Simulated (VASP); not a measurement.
Runs of VASP 6.6.1 on Ag. The structure is that of space group P6_3/mmc (No. 194), or close to it. The cells are those of the table. This isn't the form of Ag at room conditions, which is fcc.

```csv
cell,gap on the mesh (eV),pressure (GPa)
"a = 2.949, b = 2.949, c = 9.467 Å, angles 90.0, 90.0, 120.0°, 4 atoms",none,-2.6
"a = 2.992, b = 2.992, c = 9.325 Å, angles 90.0, 90.0, 120.0°, 4 atoms",none,(a)
"a = 2.905, b = 2.905, c = 9.751 Å, angles 90.0, 90.0, 120.0°, 4 atoms",none,-2.6
"a = 2.949, b = 2.949, c = 9.609 Å, angles 90.0, 90.0, 120.0°, 4 atoms",none,-3.9
```

Alike in all rows: task single point; level r2SCAN; potentials or basis VASP PAW PBE potentials, release 64 (Ag); no spin polarisation; k mesh 18 × 18 × 6; cutoff (eV) 520; smearing gaussian 0.15 eV.

Q: Estimate the missing entries.

A: (a) -3.7.

Caveats: the PAW data sets were made with another functional, which shifts forces and pressure a little; the cell stands under tension (at least some runs).

A k mesh can miss the band edges, and the runs leave out spin-orbit coupling on Ag.

A gap of «none» marks levels without a gap at the run's occupations.
